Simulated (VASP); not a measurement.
A run of VASP 6.6.1:

File INCAR:

```
ALGO = Normal
EDIFF = 1E-6
ENCUT = 520
ISIF = 2
ISMEAR = -1
LASPH = T
LCHARG = F
LREAL = F
LWAVE = F
NBANDS = 13
NELM = 100
PREC = Accurate
SIGMA = 0.08
```

File KPOINTS:

```
k-points
0
Gamma
  15 15 15
```

File POSCAR:

```
Ge
1.0
    2.3246147082      0.0000000000      0.0000000000
    0.0000000000      2.3246147082      0.0000000000
    0.0000000000      0.0000000000      2.3246147082
Ge
1
Direct
    0.0000000000      0.0000000000      0.0000000000
```

Potentials or basis: VASP PAW LDA potentials, release 64 (Ge_d).

Launch:

```bash
$ cat potpaw_LDA.64/Ge_d/POTCAR > POTCAR
$ mpirun -np 1 vasp_std > vasp.out
```

Hardware: 1 thread of Intel(R) Xeon(R) Platinum 8488C (Sapphire Rapids) (shared host).

Problem. Estimate the wall time of this run.

Solution. Wall time 9.2 s on 1 thread of Intel(R) Xeon(R) Platinum 8488C (Sapphire Rapids), with other jobs on the host, peak memory 0.13 GiB. Counts: scf iterations 10, k points 120.
